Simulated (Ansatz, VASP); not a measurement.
# CsSnI3: VASP beside Ansatz

```
Cs Sn I
1.0
     4.23122    2.44290    3.52588
    -4.23122    2.44290    3.52588
     0.00000   -4.88579    3.52588
Cs Sn I
1 1 3
Direct
  0.50000 0.50000 0.50000
  0.00930 0.00930 0.00930
  0.54420 0.10720 0.54420
  0.54420 0.54420 0.10720
  0.10720 0.54420 0.54420
```

Alike in both runs: task relaxation of cell and atoms; functional PBE; k mesh 3 × 3 × 3; occupations gaussian, width 0.1 eV; no spin polarisation.

|  | VASP | Ansatz |
| --- | --- | --- |
| version | VASP 6.6.1 | Ansatz 0.2.0 |
| potentials or method | VASP PAW PBE potentials, release 64 (Cs_sv, Sn_d, I), cutoff 600 eV | scalar-relativistic, plane waves, PAW |
| valence electrons in the cell | 44 | 74 |

|  | VASP | Ansatz | Ansatz less VASP |
| --- | --- | --- | --- |
| gap on the k mesh at the Fermi level, each at its own relaxed structure (eV) | 3.36 | 3.34 | -0.019 |
| relaxed volume (Å³/atom) | 89.01 | 87.01 | -2.005 |
| relaxed cell length with the largest relative difference (Å) | 7.701 | 7.582 | -0.1196 |

VASP's potentials hold 44 valence electrons a cell and Ansatz's 74, so a difference there can come from the potentials and not from the codes.

Spin-orbit coupling is off throughout. Noted on VASP's run: the volume moved by over 15 % at a fixed basis, so the end points are rough.
